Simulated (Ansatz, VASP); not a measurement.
## One calculation of TaN, two programs

Contents of INCAR:

```
SYSTEM = TaN
PREC     = Accurate       ! precision mode
ENCUT    = 520            ! plane-wave cutoff, eV
EDIFF    = 1E-6           ! SCF threshold, eV
ISMEAR   = 0              ! smearing method
SIGMA    = 0.15           ! smearing width, eV
LREAL    = .FALSE.        ! projectors in reciprocal space
LASPH    = .TRUE.         ! aspherical terms in the spheres
NELM     = 60             ! most SCF steps
ALGO     = Normal         ! electronic algorithm
ISIF     = 2              ! what is computed and relaxed
LWAVE    = .FALSE.        ! write WAVECAR
LCHARG   = .FALSE.        ! write CHGCAR
GGA      = CA             ! functional
NBANDS   = 15             ! bands
```

KPOINTS

```
Automatic mesh
0
G
  18 18 18
  0 0 0
```

File POSCAR:

```
TaN
1.0
    0.0000000000      2.1738356505      2.1738356505
    2.1738356505      0.0000000000      2.1738356505
    2.1738356505      2.1738356505      0.0000000000
Ta N
1 1
Direct
    0.4989139126      0.5054304368      0.5010860874
    0.0140304995     -0.0701524975     -0.0140304995
```

Input for Ansatz:

```yaml
crystal:
  lattice:
    - [0.0, 2.1738356505, 2.1738356505]
    - [2.1738356505, 0.0, 2.1738356505]
    - [2.1738356505, 2.1738356505, 0.0]
  atoms:
    - { symbol: Ta, position: [0.4989139126, 0.5054304368, 0.5010860874] }
    - { symbol: "N", position: [0.0140304995, -0.0701524975, -0.0140304995] }
basis:
  ecutwfc: 520.0
kpoints:
  mp_grid: { grid: [18, 18, 18] }
hamiltonian:
  xc: lda
  pseudopotentials: { kind: paw, azcp: { folder: soft_1 } }
scf:
  occupations: { method: gaussian, width: 0.15 }
output:
  forces: true
  stress: true
  eigenvalues: true
  write_density: true
  write_potential: true
  elf: true
  volumetric_format: npy
```

Change from the starting cell: mode 4 frozen in at -0.183 Å and mode 6 at -0.122 Å (largest displacements).

Alike in both runs: task single point; functional LDA; k mesh 18 × 18 × 18; occupations gaussian, width 0.15 eV; no spin polarisation.

|  | VASP | Ansatz |
| --- | --- | --- |
| version | VASP 6.6.1 | Ansatz 0.2.0 |
| potentials or method | VASP PAW LDA potentials, release 64 (Ta_pv, N), cutoff 520 eV | scalar-relativistic, plane waves, PAW |
| valence electrons in the cell | 16 | 18 |

Ansatz gave:

| Quantity | Value |
| --- | --- |
| gap on the k mesh at the Fermi level (eV) | none |
| pressure (GPa) | 10.4 |
| traceless stress, the component that is largest in VASP (GPa) | 11.29 |
| rms of the force components (eV/Å) | 1.514 |

Q: Estimate VASP's values.

A: gap on the k mesh at the Fermi level (eV): none; pressure (GPa): 12.7; traceless stress, the component that is largest in VASP (GPa): 11.53; rms of the force components (eV/Å): 1.543.

Ansatz warns that its potentials were made for another functional, while VASP's fit it. LDA's correlation is that of Perdew and Zunger in VASP and of Perdew and Wang (1992) in Ansatz. Atom by atom the forces differ by 0.029 eV/Å (rms over components). A gap of «none» marks a metal or a gap that the smearing closes. VASP's potentials hold 16 valence electrons a cell and Ansatz's 18, so a difference there can come from the potentials and not from the codes.

Spin-orbit coupling is off throughout.
